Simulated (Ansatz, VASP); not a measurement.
## Ta3Cu in VASP and in Ansatz

Contents of INCAR:

```
  ALGO = Fast
  EDIFF = 1E-6
  ENCUT = 520
  GGA = PS
  ISIF = 2
  ISMEAR = -1
  LASPH = True
  LCHARG = True
  LELF = True
  LREAL = False
  LVHAR = True
  LWAVE = False
  NBANDS = 30
  NELM = 80
  PREC = Accurate
  SIGMA = 0.05
```

Contents of KPOINTS:

```
k-points
0
Gamma
  9 9 9
```

File POSCAR:

```
Ta3Cu
1.0
   -2.0329114359      2.0329114359      4.2635470084
    2.0329114359     -2.0329114359      4.2635470084
    2.0329114359      2.0329114359     -4.2635470084
Ta Cu
3 1
Direct
    0.5000000000      0.5000000000      0.0000000000
    0.2500000000      0.7500000000      0.5000000000
    0.7500000000      0.2500000000      0.5000000000
    0.0000000000      0.0000000000      0.0000000000
```

input.yaml

```yaml
crystal:
  lattice:
    - [-2.0329114359, 2.0329114359, 4.2635470084]
    - [2.0329114359, -2.0329114359, 4.2635470084]
    - [2.0329114359, 2.0329114359, -4.2635470084]
  atoms:
    - { symbol: Ta, position: [0.5, 0.5, 0.0] }
    - { symbol: Ta, position: [0.25, 0.75, 0.5] }
    - { symbol: Ta, position: [0.75, 0.25, 0.5] }
    - { symbol: Cu, position: [0.0, 0.0, 0.0] }
hamiltonian:
  xc: pbesol
  pseudopotentials: { kind: paw }
kpoints:
  mp_grid: { grid: [9, 9, 9] }
scf:
  occupations: { method: fermi_dirac, width: 0.05 }
output:
  forces: true
  stress: true
  eigenvalues: true
```

Alike in both runs: task single point; functional PBEsol; k mesh 9 × 9 × 9; occupations fermi-dirac, width 0.05 eV; no spin polarisation.

|  | VASP | Ansatz |
| --- | --- | --- |
| version | VASP 6.6.1 | Ansatz 0.2.0 |
| potentials or method | VASP PAW PBE potentials, release 64 (Ta_pv, Cu) | Ansatz PAW |
| plane-wave cutoff (eV) | 520 | 420 |
| valence electrons in the cell | 44 | 58 |

Ansatz gave:

| Property | Result |
| --- | --- |
| gap on the k mesh at the Fermi level (eV) | none |
| pressure (GPa) | -12.5 |
| traceless stress, the component that is largest in VASP (GPa) | -0.09 |

Question: Estimate VASP's values.

Answer: gap on the k mesh at the Fermi level (eV): none; pressure (GPa): -12.2; traceless stress, the component that is largest in VASP (GPa): -0.19.

VASP's potentials were made for PBE, not for PBEsol. A gap of «none» marks a metal or a gap that the smearing closes. The functional is the same, so the differences come from potentials, cutoffs and numerics. VASP's potentials hold 44 valence electrons a cell and Ansatz's 58, so a difference there can come from the potentials and not from the codes.

Neither program's run includes spin-orbit coupling.
